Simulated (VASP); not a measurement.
# Si2W (I4/mmm) in VASP: further runs, part 2 of 2

VASP 6.6.1. The steps go on from the part before.

### 4 Single point, PBEsol+U

This run uses another cell than the first one, of 13.34 Å³/atom.

Contents of INCAR:

```
  PREC = Accurate
  ENCUT = 520
  EDIFF = 1E-7
  ISMEAR = -1
  SIGMA = 0.05
  LREAL = F
  LASPH = T
  NELM = 150
  ALGO = Normal
  ISIF = 2
  LWAVE = F
  LCHARG = F
  LMAXMIX = 4
  LDAU = T
  LDAUTYPE = 2
  LDAUL = 2 -1
  LDAUU = 2 0
  LDAUJ = 0 0
  LDAUPRINT = 1
  GGA = PS
  NBANDS = 18
```

Contents of KPOINTS:

```
regular mesh
0
Gamma
  12 12 12
```

Contents of POSCAR:

```
Si2W
1.0
   -1.6013856850      1.6013856850      3.9023843374
    1.6013856850     -1.6013856850      3.9023843374
    1.6013856850      1.6013856850     -3.9023843374
W Si
1 2
Direct
    0.0000000000      0.0000000000      0.0000000000
    0.6649806163      0.6649806163      0.0000000000
    0.3350193837      0.3350193837      0.0000000000
```

Potentials or basis: VASP PAW PBE potentials, release 64 (W_sv, Si).

Command:

```console
$ cat potpaw_PBE.64/W_sv/POTCAR potpaw_PBE.64/Si/POTCAR > POTCAR
$ mpirun -np 1 vasp_std > vasp.out
```

OUTCAR:

```text
PREC = Accurate
   ENCUT = 520
   EDIFF = 1E-7
   ISMEAR = -1
   LREAL = F
   LASPH = T
   NELM = 150
   ISIF = 2
   GGA = PS

 ion  position               nearest neighbor table
   1  0.000  0.000  0.000-   3 2.61   2 2.61   2 2.61   2 2.61   2 2.61   3 2.61   3 2.61   3 2.61
                             2 2.61   3 2.61
   2  0.665  0.665  0.000-   3 2.58   1 2.61   1 2.61   1 2.61   1 2.61   1 2.61   3 2.62   3 2.62
                             3 2.62   3 2.62
   3  0.335  0.335  0.000-   2 2.58   1 2.61   1 2.61   1 2.61   1 2.61   1 2.61   2 2.62   2 2.62
                             2 2.62   2 2.62

  LATTYP: Found a body centered tetragonal cell.
 ALAT       =     3.2027713700
 C/A-ratio  =     2.4368797436

  Lattice vectors:

 A1 = (  -1.6013856850,   1.6013856850,   3.9023843374)
 A2 = (   1.6013856850,  -1.6013856850,   3.9023843374)
 A3 = (   1.6013856850,   1.6013856850,  -3.9023843374)

Analysis of symmetry for initial positions (statically):
=====================================================================
 Subroutine PRICEL returns:
 Original cell was already a primitive cell.

 Routine SETGRP: Setting up the symmetry group for a
 body centered tetragonal supercell.

 Subroutine GETGRP returns: Found 16 space group operations
 (whereof 16 operations were pure point group operations)
 out of a pool of 16 trial point group operations.

The static configuration has the point symmetry D_4h.

Analysis of symmetry for dynamics (positions and initial velocities):
=====================================================================
 Subroutine PRICEL returns:
[... 178 lines left out ...]
  o =  0.3206  v =  0.0000  0.0000  0.0000  0.0000  0.0000  0.0000 -0.0000 -1.0000  0.0000 -0.0000      0.0000  0.0000  0.0000  0.0000  0.0000  0.0000  0.0000  0.0000  0.0000  0.0000
  o =  0.4129  v =  1.0000  0.0000  0.0000  0.0000  0.0000  0.0000  0.0000  0.0000  0.0000  0.0000      0.0000  0.0000  0.0000  0.0000  0.0000  0.0000  0.0000  0.0000  0.0000  0.0000
  o =  0.4129  v =  0.0000  0.0000  0.0000  0.0000  0.0000  1.0000  0.0000  0.0000  0.0000  0.0000      0.0000  0.0000  0.0000  0.0000  0.0000  0.0000  0.0000  0.0000  0.0000  0.0000
  o =  0.4133  v =  0.0000  0.0000  0.0000  0.0000  0.0000  0.0000 -0.9417  0.0000  0.3365  0.0000      0.0000  0.0000  0.0000  0.0000  0.0000  0.0000  0.0000  0.0000  0.0000  0.0000
  o =  0.4133  v =  0.0000 -0.9417  0.0000  0.3365  0.0000  0.0000  0.0000  0.0000  0.0000  0.0000      0.0000  0.0000  0.0000  0.0000  0.0000  0.0000  0.0000  0.0000  0.0000  0.0000
  o =  0.4133  v =  0.0000 -0.3365 -0.0000 -0.9417  0.0000  0.0000  0.0000  0.0000  0.0000  0.0000      0.0000  0.0000  0.0000  0.0000  0.0000  0.0000  0.0000  0.0000  0.0000  0.0000
  o =  0.4133  v =  0.0000  0.0000  0.0000  0.0000  0.0000  0.0000 -0.3365 -0.0000 -0.9417  0.0000      0.0000  0.0000  0.0000  0.0000  0.0000  0.0000  0.0000  0.0000  0.0000  0.0000

 number of electron      21.9999999 magnetization

 Free energy of the ion-electron system (eV)
  ---------------------------------------------------
  ext. energy  EPLUGINS =         0.00000000
  ---------------------------------------------------
  free energy    TOTEN  =       -24.35313143 eV

  energy without entropy =      -24.35093432  energy(sigma->0) =      -24.35203287

 E-fermi :  12.0822     XC(G=0): -12.6570

 val. band max:       12.0047960888   @ k =  -0.3333  -0.4167   0.3333
 cond. band min:      12.1007438053   @ k =  -0.4167  -0.4167   0.3333
 fundamental gap:      0.0959477165
 Fermi energy:        12.0821858999

 k-point     1 :       0.0000    0.0000    0.0000
  band No.  band energies     occupation
      1     -61.9366      2.00000
      2     -26.1908      2.00000
      3     -26.1776      2.00000
      4     -26.1776      2.00000
      5      -2.1286      2.00000
      6       5.1508      2.00000
[... 481 lines left out ...]
      5       0.9925      2.00000
      6       3.6978      2.00000
[... 10 lines left out ...]
     17      19.1825      0.00000
     18      20.4941      0.00000

 [... further k-points ...]
[... 5 lines left out ...]
  --------------------------------------------------------------------------------------
  -------------------------------------------------------------------------------------
  Total        0.6024336      0.6024336      0.7473440      0.0000000     -0.0000000      0.0000000
  in kB       24.1122547     24.1122547     29.9122588      0.0000000     -0.0000000      0.0000000
  external PRESSURE =      26.0455894 kB  Pullay stress =       0.0000000 kB

 VOLUME and BASIS-vectors are now :
 -----------------------------------------------------------------------------
  energy-cutoff  :      520.00
  volume of cell :       40.03
      direct lattice vectors                 reciprocal lattice vectors
    -1.601385685  1.601385685  3.902384337     0.000000000  0.312229593  0.128126796
     1.601385685 -1.601385685  3.902384337     0.312229593  0.000000000  0.128126796
     1.601385685  1.601385685 -3.902384337     0.312229593  0.312229593  0.000000000

 POSITION                                       TOTAL-FORCE (eV/Angst)
 -----------------------------------------------------------------------------------
      0.00000      0.00000      0.00000        -0.000000     -0.000000      0.000000
      0.00000      0.00000      5.19002         0.000000      0.000000      0.095293
      0.00000      0.00000      2.61475        -0.000000     -0.000000     -0.095293
 -----------------------------------------------------------------------------------
    total drift:                                0.000000      0.000000      0.000000

  FREE ENERGIE OF THE ION-ELECTRON SYSTEM (eV)
  ---------------------------------------------------
  free  energy   TOTEN  =       -24.3531314314 eV

  energy  without entropy=      -24.3509343157  energy(sigma->0) =      -24.35203287
```

OSZICAR:

```text
N       E                     dE             d eps       ncg     rms          rms(c)
DAV:   1     0.130486926514E+03    0.13049E+03   -0.10857E+04  5868   0.124E+03
DAV:   2    -0.206539427184E+02   -0.15114E+03   -0.14738E+03  6620   0.322E+02
DAV:   3    -0.252861267773E+02   -0.46322E+01   -0.45615E+01  7416   0.501E+01
DAV:   4    -0.253269037670E+02   -0.40777E-01   -0.40733E-01  6820   0.488E+00
DAV:   5    -0.253273259339E+02   -0.42217E-03   -0.42214E-03  7028   0.541E-01    0.263E+01
DAV:   6    -0.244537711923E+02    0.87355E+00   -0.37828E+00  6306   0.139E+01    0.890E+00
DAV:   7    -0.243738660080E+02    0.79905E-01   -0.19490E-01  6284   0.268E+00    0.451E+00
DAV:   8    -0.243533587857E+02    0.20507E-01   -0.41609E-02  6966   0.142E+00    0.334E-01
DAV:   9    -0.243531425769E+02    0.21621E-03   -0.10835E-03  6646   0.267E-01    0.206E-01
DAV:  10    -0.243531378875E+02    0.46894E-05   -0.33130E-04  7014   0.157E-01    0.461E-02
DAV:  11    -0.243531319741E+02    0.59135E-05   -0.32955E-05  6612   0.414E-02    0.198E-02
DAV:  12    -0.243531320336E+02   -0.59554E-07   -0.12522E-06  7148   0.754E-03    0.507E-03
DAV:  13    -0.243531315005E+02    0.53310E-06   -0.25572E-07  5442   0.471E-03    0.100E-03
DAV:  14    -0.243531314314E+02    0.69133E-07   -0.11775E-08  3232   0.995E-04
   1 F= -.24353131E+02 E0= -.24352033E+02  d E =-.219712E-02
```

stdout:

```text
POSCAR found type information on POSCAR W Si
 POSCAR found :  2 types and       3 ions
 scaLAPACK will be used
 -----------------------------------------------------------------------------
|                                                                             |
|                                                                             |
|     You enforced a specific xc type in the INCAR file but a different       |
|     I HOPE YOU KNOW WHAT YOU ARE DOING!                                     |
|                                                                             |
 -----------------------------------------------------------------------------

 LDA part: xc-table for (Slater+PW92), standard interpolation
 POSCAR, INCAR and KPOINTS ok, starting setup
 FFT: planning ... GRIDC
 FFT: planning ... GRID_SOFT
 FFT: planning ... GRID
 WAVECAR not read
 entering main loop
```

It took 4.7 min on 1 thread of Intel Xeon 8259CL, shared host; peak memory 0.28 GiB.

What came out:

```
Free energy            : -24.3531 eV
Pressure               : 2.6 GPa
Largest force          : 0.095 eV/Å
Band gap on the k mesh : zero (bands 11 and 12 overlap by 1.31 eV)
```

Forces on the atoms (eV/Å):
```
W    0.000  0.000  0.000
Si   0.000  0.000  0.095
Si   0.000  0.000 -0.095
```

Eigenvalues of the final occupation matrices:
| site | spin | trace | eigenvalues |
| --- | --- | --- | --- |
| site 1 d | 1 | 1.82 | 0.26 0.32 0.41 0.41 0.41 |
| site 1 d | 2 | 1.82 | 0.26 0.32 0.41 0.41 0.41 |

Caveat: the PAW data sets were made with another functional, which shifts forces and pressure a little; spin-orbit coupling is left out, which moves the levels of the heavy elements; U without spin polarisation on a metal has little footing; the U is typed as a test and isn't derived for this compound.

### 5 Single point, PBEsol+U

This run uses another cell than the first one, of 13.34 Å³/atom.

Contents of INCAR:

```
ALGO = Normal ; EDIFF = 1E-6
ENCUT = 520 ; GGA = PS
ISIF = 2 ; ISMEAR = -1
LASPH = T ; LCHARG = F
LDAU = T ; LDAUJ = 0 0
LDAUL = 2 -1 ; LDAUPRINT = 1
LDAUTYPE = 2 ; LDAUU = 3 0
LMAXMIX = 4 ; LREAL = F
LWAVE = F ; NBANDS = 18
NELM = 150 ; PREC = Accurate
SIGMA = 0.05
```

Contents of KPOINTS:

```
k-points
0
Gamma
  12 12 12
```

Contents of POSCAR:

```
Si2W
1.0
   -1.6017183200      1.6017183200      3.8991853133
    1.6017183200     -1.6017183200      3.8991853133
    1.6017183200      1.6017183200     -3.8991853133
W Si
1 2
Direct
    0.0000000000      0.0000000000      0.0000000000
    0.6645597342      0.6645597342      0.0000000000
    0.3354402658      0.3354402658      0.0000000000
```

Potentials or basis: VASP PAW PBE potentials, release 64 (W_sv, Si).

Command:

```console
$ cat potpaw_PBE.64/W_sv/POTCAR potpaw_PBE.64/Si/POTCAR > POTCAR
$ mpirun -np 1 vasp_std > vasp.out
```

OUTCAR:

```text
EDIFF = 1E-6
   ENCUT = 520
   GGA = PS
   ISIF = 2
   ISMEAR = -1
   LASPH = T
   LREAL = F
   NELM = 150
   PREC = Accurate

 ion  position               nearest neighbor table
   1  0.000  0.000  0.000-   2 2.60   2 2.60   3 2.60   3 2.60   2 2.60   2 2.60   3 2.60   3 2.60
                             2 2.62   3 2.62
   2  0.665  0.665  0.000-   3 2.57   1 2.60   1 2.60   1 2.60   1 2.60   1 2.62   3 2.63   3 2.63
                             3 2.63   3 2.63
   3  0.335  0.335  0.000-   2 2.57   1 2.60   1 2.60   1 2.60   1 2.60   1 2.62   2 2.63   2 2.63
                             2 2.63   2 2.63
[... 733 lines left out ...]
     18      20.5271      0.00000

 [... further k-points ...]
[... 5 lines left out ...]
  --------------------------------------------------------------------------------------
  -------------------------------------------------------------------------------------
  Total        0.8632679      0.8632679      1.0847821      0.0000000      0.0000000      0.0000000
  in kB       34.5660711     34.5660711     43.4357110      0.0000000      0.0000000      0.0000000
  external PRESSURE =      37.5226177 kB  Pullay stress =       0.0000000 kB

 VOLUME and BASIS-vectors are now :
 -----------------------------------------------------------------------------
  energy-cutoff  :      520.00
  volume of cell :       40.01
      direct lattice vectors                 reciprocal lattice vectors
    -1.601718320  1.601718320  3.899185313     0.000000000  0.312164751  0.128231915
     1.601718320 -1.601718320  3.899185313     0.312164751  0.000000000  0.128231915
     1.601718320  1.601718320 -3.899185313     0.312164751  0.312164751  0.000000000

 POSITION                                       TOTAL-FORCE (eV/Angst)
 -----------------------------------------------------------------------------------
      0.00000      0.00000      0.00000         0.000000      0.000000     -0.000000
      0.00000      0.00000      5.18248         0.000000      0.000000      0.154231
      0.00000      0.00000      2.61589        -0.000000     -0.000000     -0.154231
 -----------------------------------------------------------------------------------
    total drift:                               -0.000000      0.000000     -0.000000

  FREE ENERGIE OF THE ION-ELECTRON SYSTEM (eV)
  ---------------------------------------------------
  free  energy   TOTEN  =       -23.2158022503 eV

  energy  without entropy=      -23.2132228979  energy(sigma->0) =      -23.21451257
```

OSZICAR:

```text
N       E                     dE             d eps       ncg     rms          rms(c)
DAV:   1     0.132920227692E+03    0.13292E+03   -0.10824E+04  5868   0.123E+03
DAV:   2    -0.196995202287E+02   -0.15262E+03   -0.14910E+03  6692   0.322E+02
DAV:   3    -0.242029370563E+02   -0.45034E+01   -0.44624E+01  7316   0.498E+01
DAV:   4    -0.242404670913E+02   -0.37530E-01   -0.37493E-01  6962   0.480E+00
DAV:   5    -0.242408651707E+02   -0.39808E-03   -0.39806E-03  7030   0.530E-01    0.263E+01
DAV:   6    -0.233027685996E+02    0.93810E+00   -0.40796E+00  6300   0.145E+01    0.868E+00
DAV:   7    -0.232324118130E+02    0.70357E-01   -0.18790E-01  6334   0.271E+00    0.443E+00
DAV:   8    -0.232154563098E+02    0.16956E-01   -0.43547E-02  7060   0.137E+00    0.342E-01
DAV:   9    -0.232156085578E+02   -0.15225E-03   -0.13332E-03  6764   0.282E-01    0.217E-01
DAV:  10    -0.232158062176E+02   -0.19766E-03   -0.53528E-04  6976   0.182E-01    0.489E-02
DAV:  11    -0.232158017588E+02    0.44588E-05   -0.39341E-05  6592   0.447E-02    0.204E-02
DAV:  12    -0.232158022503E+02   -0.49151E-06   -0.20056E-06  5226   0.935E-03
   1 F= -.23215802E+02 E0= -.23214513E+02  d E =-.257935E-02
```

Wall time 4 min (1 thread of Intel Xeon 8259CL, shared host); peak memory 0.28 GiB.

Results:

* Free energy: -23.2158 eV
* Pressure: 3.8 GPa
* Largest force: 0.154 eV/Å
* Band gap on the k mesh: zero (bands 11 and 12 overlap by 1.29 eV)

Forces in eV/Å, atoms in the order of the input:
```
W    0.000  0.000  0.000
Si   0.000  0.000  0.154
Si   0.000  0.000 -0.154
```

Levels at points of the mesh, in eV from the Fermi level:
| k point | band 9 | band 10 | band 11 | band 12 | band 13 | band 14 |
| --- | --- | --- | --- | --- | --- | --- |
| (0.00, 0.00, 0.00) | -2.89 | -2.89 | 0.56 | 2.78 | 2.83 | 2.97 |
| (0.50, 0.00, 0.00) | -2.90 | -2.70 | -0.49 | 2.79 | 3.02 | 3.87 |
| (0.50, 0.50, 0.00) | -5.06 | -3.34 | -1.91 | 2.82 | 3.31 | 3.39 |
| (0.50, 0.50, 0.50) | -0.88 | -0.88 | -0.54 | -0.54 | 0.74 | 4.53 |

Eigenvalues of the final occupation matrices:
```
    site  spin  trace               eigenvalues
site 1 d     1   1.81  0.25 0.32 0.41 0.41 0.41
site 1 d     2   1.81  0.25 0.32 0.41 0.41 0.41
```

Caveat: the cell stands under pressure; the PAW data sets were made with another functional, which shifts forces and pressure a little; spin-orbit coupling is left out, which moves the levels of the heavy elements; U without spin polarisation on a metal has little footing; the U is typed as a test and isn't derived for this compound.

### 6 Overview

| level | spin | U | cell | k mesh | gap on the mesh (eV) | pressure (GPa) | largest force (eV/Å) |
| --- | --- | --- | --- | --- | --- | --- | --- |
| PBE | non-collinear, zero start, SOC | - | a = 4.527 Å, angles 138.4, 138.4, 60.3°, 3 atoms, atomic positions A | 9 × 9 × 9 | - | 3.7 | 0.05 |
| PBEsol+U | off | W d U = 1.0 eV | a = 4.515 Å, angles 138.5, 138.5, 60.2°, 3 atoms, atomic positions A | 12 × 12 × 12 | none | 1.4 | 0.05 |
| PBEsol+U | off | W d U = 2.0 eV | a = 4.512 Å, angles 138.4, 138.4, 60.3°, 3 atoms, atomic positions B | 12 × 12 × 12 | none | 2.6 | 0.10 |
| PBEsol+U | off | W d U = 3.0 eV | a = 4.509 Å, angles 138.4, 138.4, 60.3°, 3 atoms, atomic positions C | 12 × 12 × 12 | none | 3.8 | 0.15 |

Alike in all rows: task single point; potentials or basis VASP PAW PBE potentials, release 64 (W_sv, Si); cutoff (eV) 520; smearing fermi-dirac 0.05 eV.

Caveats: the PAW data sets were made with another functional, which shifts forces and pressure a little (at least some runs); spin-orbit coupling is left out, which moves the levels of the heavy elements (at least some runs); U without spin polarisation on a metal has little footing (at least some runs); the U is typed as a test and isn't derived for this compound (at least some runs); the cell stands under pressure (at least some runs).

Absolute energies hang on the potentials; compare differences alone.

The gap in the log of VASP goes by the Fermi energy; the results here count the filled bands.